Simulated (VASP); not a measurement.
H, 4 atoms in the cell. It takes space group Cmce (No. 64, orthorhombic). The conventional cell has a = 5.352 Å, b = 5.236 Å, c = 4.142 Å, α = 90.00°, β = 90.00°, γ = 90.00°. H (site symmetry m) has 1 H at 0.75 Å within 1.0 Å.  This cell differs from its parent crystal: strain +0.0200 x Voigt [1, 1, 0, 0, 0, 0].

```yaml
Program: VASP 6.6.1
Task: single point
Functional: LDA
Potentials_or_basis: VASP PAW LDA potentials, release 64 (H)
Cutoff: 520 eV
k_mesh: 6 × 6 × 6
Occupations: gaussian, width 0.05 eV
Spin: no spin polarisation
Dipole_correction: no
Further_INCAR_settings: ALGO = Normal; EDIFF = 1e-06; NBANDS = 10
```

Potentials or basis: VASP PAW LDA potentials, release 64 (H).

Run with:

```sh
$ cat potpaw_LDA.64/H/POTCAR > POTCAR
$ mpirun -np 1 vasp_std > vasp.out
```

Hardware: 1 thread of Intel Xeon 8259CL, on a shared host.

Problem. How long does it take, and how much memory?

Solution. It took 20 s on 1 thread of Intel Xeon 8259CL, on a shared host, peak memory 0.15 GiB. Counts: scf iterations 12, k points 52.
